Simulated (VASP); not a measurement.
Here is a VASP 6.6.1 calculation.

Contents of INCAR:

```
ALGO = Normal
EDIFF = 1E-6
EDIFFG = -0.01
ENCUT = 600
GGA = PE
IBRION = 2
ISIF = 3
ISMEAR = 0
LASPH = T
LCHARG = F
LREAL = F
LWAVE = F
NELM = 100
NSW = 100
PREC = Accurate
SIGMA = 0.1
```

File KPOINTS:

```
k-points
0
Gamma
  18 14 8
```

POSCAR

```
P
1.0
    2.4280701904      0.0000000000      0.0000000000
    0.0000000000      3.5414433147      0.0000000000
    0.0000000000      0.0000000000      5.5734182207
P
3
Direct
    0.5000000000      0.5000000000      0.7980380760
    0.5000000000      0.5000000000      0.2019619240
    0.5000000000      0.0000000000      0.5000000000
```

Potentials or basis: VASP PAW PBE potentials, release 64 (P).

Command:

```sh
$ cat potpaw_PBE.64/P/POTCAR > POTCAR
$ mpirun -np 1 vasp_std > vasp.out
```

(1) Predict the relaxed cell.

(2) Predict the space group after relaxing (to 0.05 Å).

(3) What does it give for the relaxed volume?

## Answers

(1) a = 2.399 Å, b = 3.589 Å, c = 5.596 Å, α = 90.00°, β = 90.00°, γ = 90.00°.

(2) Pmmm (No. 47).

(3) 16.06 Å³/atom.
